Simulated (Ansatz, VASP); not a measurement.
Two plane-wave programs on AgBr

Contents of INCAR:

```
SYSTEM = AgBr
PREC = Accurate
ENCUT = 500
EDIFF = 1E-6
ISMEAR = 0
SIGMA = 0.01
LREAL = .False.
LASPH = .True.
NELM = 120
ALGO = Normal
ISIF = 2
LWAVE = .False.
LCHARG = .False.
GGA = PE
NBANDS = 16
GGA_COMPAT = .False.
```

File KPOINTS:

```
regular mesh
0
Gamma
  6 6 6
  0 0 0
```

File POSCAR:

```
AgBr
1.0
    0.0000000000      2.9216611076      2.9216611076
    2.9216611076      0.0000000000      2.9216611076
    2.9216611076      2.9216611076      0.0000000000
Ag Br
1 1
Direct
    0.0000000000      0.0000000000      0.0000000000
    0.5000000000      0.5000000000      0.5000000000
```

Input for Ansatz:

```yaml
crystal:
  lattice:
    - [0.0, 2.9216611076, 2.9216611076]
    - [2.9216611076, 0.0, 2.9216611076]
    - [2.9216611076, 2.9216611076, 0.0]
  atoms:
    - { symbol: Ag, position: [0.0, 0.0, 0.0] }
    - { symbol: Br, position: [0.5, 0.5, 0.5] }
kpoints:
  mp_grid: { grid: [6, 6, 6] }
hamiltonian:
  xc: pbe
scf:
  occupations: { method: fixed }
  n_extra_bands: 4
output:
  forces: true
  stress: true
  eigenvalues: true
```

Alike in both runs: task single point; functional PBE; k mesh 6 × 6 × 6; no spin polarisation.

|  | VASP | Ansatz |
| --- | --- | --- |
| version | VASP 6.6.1 | Ansatz 0.2.0 |
| potentials or method | VASP PAW PBE potentials, release 64 (Ag, Br) | plane waves, PAW |
| plane-wave cutoff (eV) | 500 | 420 |
| occupations | gaussian, width 0.01 eV | fixed |
| valence electrons in the cell | 18 | 26 |

|  | VASP | Ansatz | Ansatz less VASP |
| --- | --- | --- | --- |
| gap on the k mesh at the Fermi level (eV) | 0.69 | 0.69 | +0.001 |
| pressure (GPa) | -0.1 | 0.0 | +0.03 |

VASP's potentials hold 18 valence electrons a cell and Ansatz's 26, so a difference there can come from the potentials and not from the codes.
